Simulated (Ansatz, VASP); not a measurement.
## Two plane-wave programs on SiC

```
Si C
1.0
     0.00000    2.16446    2.16446
     2.16446    0.00000    2.16446
     2.16446    2.16446    0.00000
Si C
1 1
Cartesian
  0.0000 0.0000 0.0000
  1.0822 1.0822 1.0822
```

Alike in both runs: task single point; functional LDA; k mesh 6 × 6 × 6; occupations gaussian, width 0.05 eV; no spin polarisation.

```csv
,VASP,Ansatz
version,VASP 6.6.1,Ansatz 0.2.0
potentials or method,"VASP PAW LDA potentials, release 64 (Si, C), cutoff 600 eV","scalar-relativistic, plane waves, PAW"
valence electrons in the cell,8,8
```

```csv
,VASP,Ansatz,Ansatz less VASP
gap on the k mesh at the Fermi level (eV),1.28,1.29,+0.013
least direct gap on the mesh (eV),4.52,4.53,+0.012
pressure (GPa),0.3,0.1,-0.25
```

LDA's correlation is that of Perdew and Zunger in VASP and of Perdew and Wang (1992) in Ansatz.
